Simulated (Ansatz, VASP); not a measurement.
W: VASP beside Ansatz

INCAR

```
  PREC = Accurate
  ENCUT = 600
  EDIFF = 1E-7
  ISMEAR = 0
  SIGMA = 0.1
  LREAL = False
  LASPH = True
  NELM = 60
  ALGO = Fast
  ISIF = 3
  LWAVE = False
  LCHARG = False
  GGA = PS
  IBRION = 2
  NSW = 70
  EDIFFG = -0.005
```

Contents of KPOINTS:

```
Automatic mesh
0
Gamma
  18 18 18
```

File POSCAR:

```
W
1.0
   -1.5917776925      1.5917776925      1.5917776925
    1.5917776925     -1.5917776925      1.5917776925
    1.5917776925      1.5917776925     -1.5917776925
W
1
Direct
    0.0000000000      0.0000000000      0.0000000000
```

Input for Ansatz:

```yaml
crystal:
  lattice:
    - [-1.5917776927, 1.5917776927, 1.5917776927]
    - [1.5917776927, -1.5917776927, 1.5917776927]
    - [1.5917776927, 1.5917776927, -1.5917776927]
  atoms:
    - { symbol: W, position: [0.0, 0.0, 0.0] }
basis:
  ecutwfc: 420
kpoints:
  mp_grid: { grid: [18, 18, 18] }
hamiltonian:
  xc: pbesol
scf:
  occupations: { method: gaussian, width: 0.1 }
output:
  forces: true
  stress: true
  eigenvalues: true
relax:
  adjacent_minimum: "off"
  f_tol: 0.005
  max_steps: 50
  cell: { stress_tol: 0.05 }
```

Alike in both runs: task relaxation of cell and atoms; functional PBEsol; k mesh 18 × 18 × 18; occupations gaussian, width 0.1 eV; no spin polarisation.

```csv
,VASP,Ansatz
version,VASP 6.6.1,Ansatz 0.2.0
potentials or method,"VASP PAW PBE potentials, release 64 (W_sv), cutoff 600 eV","scalar-relativistic, plane waves, PAW"
valence electrons in the cell,14,14
```

```tsv
	VASP	Ansatz	Ansatz less VASP
gap on the k mesh at the Fermi level, each at its own relaxed structure (eV)	none	none	-
relaxed volume (Å³/atom)	15.73	15.69	-0.034
relaxed length of the cell vector where the two differ most in proportion (Å)	2.734	2.732	-0.0020
```

VASP's potentials were made for PBE, not for PBEsol. A gap of «none» marks a metal or a gap that the smearing closes.

Neither program's run includes spin-orbit coupling.
